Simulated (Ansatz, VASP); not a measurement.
One calculation of ScTaN, two programs

File INCAR:

```
SYSTEM = ScTaN
ALGO = Fast ; EDIFF = 1E-6
ENCUT = 520 ; GGA = PS
GGA_COMPAT = .False. ; ISIF = 2
ISMEAR = -1 ; LASPH = .True.
LCHARG = .False. ; LMAXMIX = 4
LORBIT = 11 ; LORBMOM = .True.
LREAL = .False. ; LSORBIT = .True.
LWAVE = .False. ; MAGMOM = 0 0 0 0 0 0 0 0 0 0 0 0 0 0 0 0 0 0
NBANDS = 70 ; NELM = 150
PREC = Accurate ; SIGMA = 0.05
```

Contents of KPOINTS:

```
k-points
0
Gamma
  10 10 3
  0 0 0
```

The input POSCAR:

```
ScTaN
1.0
    3.0850655424      0.0000000000      0.0000000000
   -1.5425327712      2.6717451321      0.0000000000
    0.0000000000      0.0000000000     10.3401360000
Ta Sc N
2 2 2
Direct
    0.3333333333      0.6666666667      0.2456310000
    0.6666666667      0.3333333333      0.7543690000
    0.0000000000      0.0000000000      0.0000000000
    0.0000000000      0.0000000000      0.5000000000
    0.3333333333      0.6666666667      0.6298410000
    0.6666666667      0.3333333333      0.3701590000
```

The input input.yaml:

```yaml
crystal:
  lattice:
    - [3.0850655424, 0.0, 0.0]
    - [-1.5425327712, 2.6717451321, 0.0]
    - [0.0, 0.0, 10.340136]
  atoms:
    - { symbol: Ta, position: [0.3333333333, 0.6666666667, 0.245631] }
    - { symbol: Ta, position: [0.6666666667, 0.3333333333, 0.754369] }
    - { symbol: Sc, position: [0.0, 0.0, 0.0] }
    - { symbol: Sc, position: [0.0, 0.0, 0.5] }
    - { symbol: "N", position: [0.3333333333, 0.6666666667, 0.629841] }
    - { symbol: "N", position: [0.6666666667, 0.3333333333, 0.370159] }
hamiltonian:
  xc: pbesol
  pseudopotentials: { kind: paw_fr }
magnetization:
  noncollinear: true
  spin_orbit: true
kpoints:
  mp_grid: { grid: [10, 10, 3] }
  band_path:
    path:
      - [[0.0, 0.0, 0.0], [0.5, 0.0, 0.0], [0.3333333333, 0.3333333333, 0.0], [0.0, 0.0, 0.0], [0.0, 0.0, 0.5], [0.5, 0.0, 0.5], [0.3333333333, 0.3333333333, 0.5], [0.0, 0.0, 0.5]]
      - [[0.5, 0.0, 0.5], [0.5, 0.0, 0.0]]
      - [[0.3333333333, 0.3333333333, 0.0], [0.3333333333, 0.3333333333, 0.5]]
    npoints: 14
scf:
  occupations: { method: fermi_dirac, width: 0.05 }
  n_extra_bands: 15
output:
  forces: true
  stress: true
  eigenvalues: true
  fatbands: true
```

Alike in both runs: functional PBEsol; k mesh 10 × 10 × 3; occupations fermi-dirac, width 0.05 eV; non-collinear spin, spin-orbit coupling.

```csv
,VASP,Ansatz
version,VASP 6.6.1,Ansatz 0.2.0
potentials or method,"VASP PAW PBE potentials, release 64 (Ta_pv, Sc_sv, N)",Ansatz PAW
plane-wave cutoff (eV),520,420
valence electrons in the cell,54,58
task,single point,band structure
```

|  | VASP | Ansatz | Ansatz less VASP |
| --- | --- | --- | --- |
| pressure (GPa) | -6.0 | -6.8 | -0.75 |
| traceless stress, the component that is largest in VASP (GPa) | -0.40 | -0.35 | +0.050 |
| rms of the force components (eV/Å) | 0.095 | 0.118 | +0.0229 |

VASP's potentials were made for PBE, not for PBEsol. Atom by atom the forces differ by 0.023 eV/Å (rms over components). VASP's potentials hold 54 valence electrons a cell and Ansatz's 58, so a difference there can come from the potentials and not from the codes.
